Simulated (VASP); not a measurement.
# Cd3In3O2 (P4/mmm) in VASP: single point with PBE

Aim: the single point of Cd3In3O2 with PBE.

Everything below comes from runs of VASP 6.6.1. Logs are shortened: lines on timing, memory, paths and dates and some standing lists are left out, and cuts for length are marked.

### Step 1. The cell of the first run

It takes space group P4/mmm (No. 123, tetragonal). The conventional cell has a = 3.135 Å, b = 3.135 Å, c = 16.451 Å, α = 90.00°, β = 90.00°, γ = 90.00°. Cd (site symmetry 4mm) has 4 Cd at 3.13 Å and 1 O at 3.26 Å and 8 In at 3.29 to 3.33 Å within 4.1 Å. Within 3.4 Å of Cd (site symmetry 4/mmm) lie 2 O at 2.54 Å and 4 Cd at 3.13 Å. In (site symmetry 4mm) has 4 O at 2.35 Å and 4 In at 3.13 Å within 3.2 Å. In (site symmetry 4/mmm) has 4 In at 3.13 Å and 8 Cd at 3.29 Å within 4.1 Å. Within 3.3 Å of O (site symmetry 4mm) lie 4 In at 2.35 Å and 2 Cd at 2.54 to 3.26 Å and 4 O at 3.13 Å.

### Step 2. Single point, PBE

Contents of INCAR:

```
SYSTEM = Cd3In3O2
ALGO = Normal ; EDIFF = 1E-7
ENCUT = 520 ; GGA = PE
ISIF = 2 ; ISMEAR = 0
LASPH = .TRUE. ; LCHARG = .FALSE.
LREAL = .FALSE. ; LWAVE = .FALSE.
NBANDS = 54 ; NELM = 80
PREC = Accurate ; SIGMA = 0.2
```

Contents of KPOINTS:

```
k-points
0
G
  5 5 2
  0 0 0
```

Contents of POSCAR:

```
Cd3In3O2
1.0
    3.1347030366      0.0000000000      0.0000000000
    0.0000000000      3.1347030366      0.0000000000
    0.0000000000      0.0000000000     16.4508336447
Cd In O
3 3 2
Direct
    0.0000000000      0.0000000000      0.3522906393
    0.0000000000      0.0000000000      0.6477093607
    0.0000000000      0.0000000000      0.0000000000
    0.5000000000      0.5000000000      0.2011564147
    0.5000000000      0.5000000000      0.7988435853
    0.5000000000      0.5000000000      0.5000000000
    0.0000000000      0.0000000000      0.1543546791
    0.0000000000      0.0000000000      0.8456453209
```

Potentials or basis: VASP PAW PBE potentials, release 64 (Cd, In_d, O).

Run with:

```
cat potpaw_PBE.64/Cd/POTCAR potpaw_PBE.64/In_d/POTCAR potpaw_PBE.64/O/POTCAR > POTCAR
mpirun -np 1 vasp_std > vasp.out
```

OUTCAR:

```text
SYSTEM = Cd3In3O2
   EDIFF = 1E-7
   ENCUT = 520
   GGA = PE
   ISIF = 2
   ISMEAR = 0
   LASPH = .TRUE.
   LREAL = .FALSE.
   NELM = 80
   PREC = Accurate

 ion  position               nearest neighbor table
   1  0.000  0.000  0.352-   6 3.29   6 3.29   6 3.29   6 3.29   4 3.33   4 3.33   4 3.33   4 3.33

   2  0.000  0.000  0.648-   6 3.29   6 3.29   6 3.29   6 3.29   5 3.33   5 3.33   5 3.33   5 3.33

   3  0.000  0.000  0.000-   7 2.54   8 2.54
   4  0.500  0.500  0.201-   7 2.35   7 2.35   7 2.35   7 2.35   1 3.33   1 3.33   1 3.33   1 3.33

   5  0.500  0.500  0.799-   8 2.35   8 2.35   8 2.35   8 2.35   2 3.33   2 3.33   2 3.33   2 3.33

   6  0.500  0.500  0.500-   1 3.29   2 3.29   1 3.29   2 3.29   1 3.29   2 3.29   1 3.29   2 3.29

   7  0.000  0.000  0.154-   4 2.35   4 2.35   4 2.35   4 2.35   3 2.54
   8  0.000  0.000  0.846-   5 2.35   5 2.35   5 2.35   5 2.35   3 2.54

  LATTYP: Found a simple tetragonal cell.
 ALAT       =     3.1347030366
 C/A-ratio  =     5.2479719618

  Lattice vectors:

 A1 = (   3.1347030366,   0.0000000000,   0.0000000000)
 A2 = (   0.0000000000,   3.1347030366,   0.0000000000)
 A3 = (   0.0000000000,   0.0000000000,  16.4508336447)

Analysis of symmetry for initial positions (statically):
=====================================================================
 Subroutine PRICEL returns:
 Original cell was already a primitive cell.

 Routine SETGRP: Setting up the symmetry group for a
 simple tetragonal supercell.

 Subroutine GETGRP returns: Found 16 space group operations
 (whereof 16 operations were pure point group operations)
 out of a pool of 16 trial point group operations.

The static configuration has the point symmetry D_4h.

Analysis of symmetry for dynamics (positions and initial velocities):
=====================================================================
 Subroutine PRICEL returns:
 Original cell was already a primitive cell.

 Routine SETGRP: Setting up the symmetry group for a
 simple tetragonal supercell.

 Subroutine GETGRP returns: Found 16 space group operations
 (whereof 16 operations were pure point group operations)
 out of a pool of 16 trial point group operations.

The dynamic configuration has the point symmetry D_4h.

 Subroutine INISYM returns: Found 16 space group operations
 (whereof 16 operations are pure point group operations),
 and found     1 'primitive' translations

----------------------------------------------------------------------------------------

                                     Primitive cell

  volume of cell :     161.6519

  direct lattice vectors                    reciprocal lattice vectors
     3.134703037  0.000000000  0.000000000     0.319009485  0.000000000  0.000000000
     0.000000000  3.134703037  0.000000000     0.000000000  0.319009485  0.000000000
     0.000000000  0.000000000 16.450833645     0.000000000  0.000000000  0.060787193

  length of vectors
     3.134703037  3.134703037 16.450833645     0.319009485  0.319009485  0.060787193

  position of ions in fractional coordinates (direct lattice)
     0.000000000  0.000000000  0.352290639
     0.000000000  0.000000000  0.647709361
     0.000000000  0.000000000  0.000000000
     0.500000000  0.500000000  0.201156415
     0.500000000  0.500000000  0.798843585
     0.500000000  0.500000000  0.500000000
     0.000000000  0.000000000  0.154354679
     0.000000000  0.000000000  0.845645321

  ion indices of the primitive-cell ions
   primitive index   ion index
                 1           1
                 2           2
                 3           3
                 4           4
                 5           5
                 6           6
                 7           7
                 8           8

----------------------------------------------------------------------------------------

 KPOINTS: k-points

Automatic generation of k-mesh.
 Grid dimensions read from file:
 generate k-points for:    5    5    2

 Generating k-lattice:

  Cartesian coordinates                     Fractional coordinates (reciprocal lattice)
     0.063801897  0.000000000  0.000000000     0.200000000  0.000000000  0.000000000
     0.000000000  0.063801897  0.000000000     0.000000000  0.200000000  0.000000000
     0.000000000  0.000000000  0.030393597     0.000000000  0.000000000  0.500000000

  Length of vectors
     0.063801897  0.063801897  0.030393597

  Shift w.r.t. Gamma in fractional coordinates (k-lattice)
     0.000000000  0.000000000  0.000000000

 Subroutine IBZKPT returns following result:
 ===========================================

 Found     12 irreducible k-points:

 Following reciprocal coordinates:
            Coordinates               Weight
  0.000000  0.000000  0.000000      1.000000
  0.200000  0.000000  0.000000      4.000000
  0.400000  0.000000  0.000000      4.000000
  0.200000  0.200000  0.000000      4.000000
  0.400000  0.200000  0.000000      8.000000
  0.400000  0.400000  0.000000      4.000000
  0.000000  0.000000  0.500000      1.000000
  0.200000  0.000000  0.500000      4.000000
  0.400000  0.000000  0.500000      4.000000
  0.200000  0.200000  0.500000      4.000000
  0.400000  0.200000  0.500000      8.000000
  0.400000  0.400000  0.500000      4.000000
   k-points           NKPTS =     12   k-points in BZ     NKDIM =     12   number of bands    NBANDS=     54
   number of dos      NEDOS =    301   number of ions     NIONS =      8
   total plane-waves  NPLWV =  72576
   dimension x,y,z NGX =    24 NGY =   24 NGZ =  126
   dimension x,y,z NGXF=    48 NGYF=   48 NGZF=  252
   ions per type =               3   3   2
   NGX,Y,Z   is equivalent  to a cutoff of  12.73, 12.73, 12.73 a.u.
   NGXF,Y,Z  is equivalent  to a cutoff of  25.46, 25.46, 25.47 a.u.
 SYSTEM =  Cd3In3O2
   PREC   = accura    normal or accurate (medium, high low for compatibility)
   ISTART =      0    job   : 0-new  1-cont  2-samecut
   ICHARG =      2    charge: 1-file 2-atom 10-const
   ISPIN  =      1    spin polarized calculation?
   LNONCOLLINEAR =      F non collinear calculations
   LSORBIT =      F    spin-orbit coupling
   LASPH  =      T    aspherical Exc in radial PAW
   ENCUT  =  520.0 eV  38.22 Ry    6.18 a.u.   5.83  5.83 30.59*2*pi/ulx,y,z
   NELM   =     80;   NELMIN=  2; NELMDL= -5     # of ELM steps
   EDIFF  = 0.1E-06   stopping-criterion for ELM
   LREAL  =      F    real-space projection
   EDIFFG = 0.1E-05   stopping-criterion for IOM
   NSW    =      0    number of steps for IOM
   IBRION =     -1    ionic relax: 0-MD 1-quasi-New 2-CG
   NFREE  =      0    steps in history (QN), initial steepest desc. (CG)
   ISIF   =      2    stress and relaxation
   ISYM   =      2    0-nonsym 1-usesym 2-fastsym
   POTIM  = 0.5000    time-step for ionic-motion
   TEBEG  =    0.0;   TEEND  =   0.0 temperature during run
   PSTRESS=    0.0 pullay stress
   NELECT =      87.0000    total number of electrons
   NUPDOWN=      -1.0000    fix difference up-down
   EMIN   =  10.00;   EMAX   =-10.00  energy-range for DOS
   EFERMI =   0.00;   METHOD = LEGACY
   ISMEAR =     0;   SIGMA  =   0.20  broadening in eV -4-tet -1-fermi 0-gaus
   EFERMI_NEDOS =   21; number of points for ismear=-14 and -15
   IALGO  =     38    algorithm
   IMIX   =      4    mixing-type and parameters
     AMIX     =   0.40;   BMIX     =  1.00
     AMIX_MAG =   1.60;   BMIX_MAG =  1.00
  volume/ion in A,a.u.               =      20.21       136.36
  Fermi-wavevector in a.u.,A,eV,Ry     =   1.331643  2.516440 24.126830  1.773272
  Thomas-Fermi vector in A             =   2.460638
   LORBIT       =      0    0 simple, 1 ext, 2 COOP (PROOUT), +10 PAW based schemes
   GGA     = PE    functional components
   LHFCALC =     F    Hartree Fock is set to
   AEXX    =    0.0000 exact exchange contribution
   IVDW    =     0    specifies the selected vdW correction
   LEPSILON=     F    determine dielectric tensor
   LRPA    =     F    only Hartree local field effects (RPA)
 non-spin polarized calculation
 Gauss-broadening in eV      SIGMA  =   0.20
  energy-cutoff  :      520.00
  volume of cell :      161.65
 maximum number of plane-waves:      4372
 NGX is ok and might be reduce to    24
   NGX = 11   NGY = 11   NGZ = 61

 number of electron      87.0000034 magnetization

 Free energy of the ion-electron system (eV)
  ---------------------------------------------------
  ext. energy  EPLUGINS =         0.00000000
  ---------------------------------------------------
  free energy    TOTEN  =       -22.69917413 eV

  energy without entropy =      -22.63871294  energy(sigma->0) =      -22.66894354

 E-fermi :   4.9243     XC(G=0): -10.5126

 val. band max:        4.8240778671   @ k =   0.0000   0.0000   0.0000
 cond. band min:       5.0003588775   @ k =   0.4000   0.0000   0.5000
 fundamental gap:      0.1762810104
 Fermi energy:         4.9243223260

 k-point     1 :       0.0000    0.0000    0.0000
  band No.  band energies     occupation
      1     -13.8846      2.00000
      2     -13.8687      2.00000
      3     -10.1229      2.00000
      4     -10.1229      2.00000
      5      -9.9655      2.00000
      6      -9.7826      2.00000
[... 46 lines left out ...]
     53      13.5558      0.00000
     54      14.3305      0.00000

 k-point     2 :       0.2000    0.0000    0.0000
  band No.  band energies     occupation
      1     -13.7251      2.00000
      2     -13.7089      2.00000
      3     -10.0412      2.00000
      4     -10.0409      2.00000
      5      -9.8815      2.00000
      6      -9.8115      2.00000
[... 46 lines left out ...]
     53      12.2725      0.00000
     54      12.3740      0.00000

 k-point     3 :       0.4000    0.0000    0.0000
  band No.  band energies     occupation
      1     -13.4535      2.00000
      2     -13.4369      2.00000
      3     -10.0265      2.00000
      4     -10.0264      2.00000
      5      -9.8264      2.00000
      6      -9.7790      2.00000
[... 46 lines left out ...]
     53      10.8056      0.00000
     54      11.5015      0.00000

 k-point     4 :       0.2000    0.2000    0.0000
  band No.  band energies     occupation
      1     -13.6266      2.00000
      2     -13.6108      2.00000
      3      -9.8980      2.00000
      4      -9.8980      2.00000
      5      -9.8095      2.00000
      6      -9.8085      2.00000
[... 46 lines left out ...]
     53      10.8414      0.00000
     54      11.4025      0.00000

 k-point     5 :       0.4000    0.2000    0.0000
  band No.  band energies     occupation
      1     -13.4712      2.00000
      2     -13.4560      2.00000
      3      -9.8873      2.00000
      4      -9.8872      2.00000
      5      -9.8529      2.00000
      6      -9.8528      2.00000
[... 46 lines left out ...]
     53      10.6980      0.00000
     54      10.7042      0.00000

 k-point     6 :       0.4000    0.4000    0.0000
  band No.  band energies     occupation
      1     -13.5059      2.00000
      2     -13.4927      2.00000
      3      -9.8794      2.00000
      4      -9.8793      2.00000
      5      -9.8660      2.00000
      6      -9.8658      2.00000
[... 46 lines left out ...]
     53       9.4753      0.00000
     54       9.7895      0.00000

 k-point     7 :       0.0000    0.0000    0.5000
  band No.  band energies     occupation
      1     -13.8847      2.00000
      2     -13.8687      2.00000
      3     -10.1229      2.00000
      4     -10.1229      2.00000
      5      -9.9655      2.00000
      6      -9.7814      2.00000
[... 46 lines left out ...]
     53      14.3332      0.00000
     54      14.3346      0.00000

 k-point     8 :       0.2000    0.0000    0.5000
  band No.  band energies     occupation
      1     -13.7251      2.00000
      2     -13.7088      2.00000
      3     -10.0412      2.00000
      4     -10.0410      2.00000
      5      -9.8815      2.00000
      6      -9.8114      2.00000
[... 46 lines left out ...]
     53      11.9414      0.00000
     54      12.3742      0.00000

 k-point     9 :       0.4000    0.0000    0.5000
  band No.  band energies     occupation
      1     -13.4535      2.00000
      2     -13.4369      2.00000
      3     -10.0265      2.00000
      4     -10.0264      2.00000
      5      -9.8264      2.00000
      6      -9.7790      2.00000
[... 46 lines left out ...]
     53      11.9820      0.00000
     54      12.3385      0.00000

 k-point    10 :       0.2000    0.2000    0.5000
  band No.  band energies     occupation
      1     -13.6266      2.00000
      2     -13.6108      2.00000
      3      -9.8980      2.00000
      4      -9.8980      2.00000
      5      -9.8094      2.00000
      6      -9.8087      2.00000
[... 46 lines left out ...]
     53      11.2130      0.00000
     54      11.3999      0.00000

 k-point    11 :       0.4000    0.2000    0.5000
  band No.  band energies     occupation
      1     -13.4712      2.00000
      2     -13.4560      2.00000
      3      -9.8873      2.00000
      4      -9.8871      2.00000
      5      -9.8529      2.00000
      6      -9.8529      2.00000
[... 46 lines left out ...]
     53      10.1118      0.00000
     54      11.3410      0.00000

 k-point    12 :       0.4000    0.4000    0.5000
  band No.  band energies     occupation
      1     -13.5059      2.00000
      2     -13.4927      2.00000
      3      -9.8794      2.00000
      4      -9.8793      2.00000
      5      -9.8660      2.00000
      6      -9.8658      2.00000
[... 46 lines left out ...]
     53       9.4347      0.00000
     54       9.9720      0.00000

------------------------ aborting loop because EDIFF is reached ----------------------------------------

  FORCE on cell =-STRESS in cart. coord.  units (eV):
  Direction    XX          YY          ZZ          XY          YZ          ZX
  --------------------------------------------------------------------------------------
  -------------------------------------------------------------------------------------
  Total        0.1275554      0.1275554      0.8827340      0.0000000      0.0000000     -0.0000000
  in kB        1.2642373      1.2642373      8.7490261      0.0000000      0.0000000     -0.0000000
  external PRESSURE =       3.7591669 kB  Pullay stress =       0.0000000 kB

 VOLUME and BASIS-vectors are now :
 -----------------------------------------------------------------------------
  energy-cutoff  :      520.00
  volume of cell :      161.65
      direct lattice vectors                 reciprocal lattice vectors
     3.134703037  0.000000000  0.000000000     0.319009485  0.000000000  0.000000000
     0.000000000  3.134703037  0.000000000     0.000000000  0.319009485  0.000000000
     0.000000000  0.000000000 16.450833645     0.000000000  0.000000000  0.060787193

 POSITION                                       TOTAL-FORCE (eV/Angst)
 -----------------------------------------------------------------------------------
      0.00000      0.00000      5.79547         0.000000      0.000000      0.045184
      0.00000      0.00000     10.65536         0.000000      0.000000     -0.045184
      0.00000      0.00000      0.00000         0.000000      0.000000      0.000000
      1.56735      1.56735      3.30919        -0.000000     -0.000000     -0.005751
      1.56735      1.56735     13.14164        -0.000000     -0.000000      0.005751
      1.56735      1.56735      8.22542         0.000000      0.000000      0.000000
      0.00000      0.00000      2.53926         0.000000      0.000000      0.027364
      0.00000      0.00000     13.91157         0.000000      0.000000     -0.027364
 -----------------------------------------------------------------------------------
    total drift:                                0.000000     -0.000000      0.000000

  FREE ENERGIE OF THE ION-ELECTRON SYSTEM (eV)
  ---------------------------------------------------
  free  energy   TOTEN  =       -22.6991741274 eV

  energy  without entropy=      -22.6387129431  energy(sigma->0) =      -22.66894354
```

Wall time 55 s (1 thread of Intel Xeon 6975P-C (Granite Rapids), shared host); peak memory 0.29 GiB.

Results:

| Quantity | Value |
| --- | --- |
| Free energy | -22.6992 eV |
| Pressure | 0.4 GPa |
| Largest force | 0.045 eV/Å |
| Band gap on the k mesh | zero (an odd number of electrons rules out a gap without spin polarisation) |

Forces on the atoms (eV/Å):
```
Cd   0.000  0.000  0.045
Cd   0.000  0.000 -0.045
Cd   0.000  0.000  0.000
In   0.000  0.000 -0.006
In   0.000  0.000  0.006
In   0.000  0.000  0.000
O    0.000  0.000  0.027
O    0.000  0.000 -0.027
```

Stress tensor (GPa, compression positive):
```
0.13 0.00 0.00
0.00 0.13 0.00
0.00 0.00 0.87
```

Caveat: the k points lie up to 0.40 Å⁻¹ apart, too coarse for converged energies and pressures of a metal; spin-orbit coupling is left out, which moves the levels of the heavy elements.

The gap in the log of VASP goes by the Fermi energy; the results here count the filled bands.